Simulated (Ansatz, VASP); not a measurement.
# One calculation of SrMg3O4, two programs

```xyz
8
Lattice="3.3015 0.0000 0.0000 0.0000 3.3015 0.0000 0.0000 0.0000 8.9796" Properties=species:S:1:pos:R:3 pbc="T T T"
Sr    0.0000    0.0000    0.0000
Mg    1.6507    1.6507    6.5340
Mg    0.0000    0.0000    4.4898
Mg    1.6507    1.6507    2.4456
O     0.0000    0.0000    2.4692
O     1.6507    1.6507    0.0000
O     0.0000    0.0000    6.5104
O     1.6507    1.6507    4.4898
```

Alike in both runs: task single point; functional PBEsol; k mesh 6 × 6 × 2; occupations gaussian, width 0.1 eV; no spin polarisation.

|  | VASP | Ansatz |
| --- | --- | --- |
| version | VASP 6.6.1 | Ansatz 0.2.0 |
| potentials or method | VASP PAW PBE potentials, release 64 (Sr_sv, Mg_sv, O), cutoff 750 eV | scalar-relativistic, plane waves, PAW |
| valence electrons in the cell | 64 | 64 |

Ansatz gave:

| Item | Value |
| --- | --- |
| gap on the k mesh at the Fermi level (eV) | 2.08 |
| least direct gap on the mesh (eV) | 2.30 |
| pressure (GPa) | -4.4 |
| traceless stress, the component that is largest in VASP (GPa) | -0.25 |
| rms of the force components (eV/Å) | 0.028 |

What did VASP give for the same quantities?

gap on the k mesh at the Fermi level (eV): 2.07; least direct gap on the mesh (eV): 2.26; pressure (GPa): -4.2; traceless stress, the component that is largest in VASP (GPa): -0.35; rms of the force components (eV/Å): 0.026.

VASP's potentials were made for PBE, not for PBEsol. Atom by atom the forces differ by 0.008 eV/Å (rms over components).
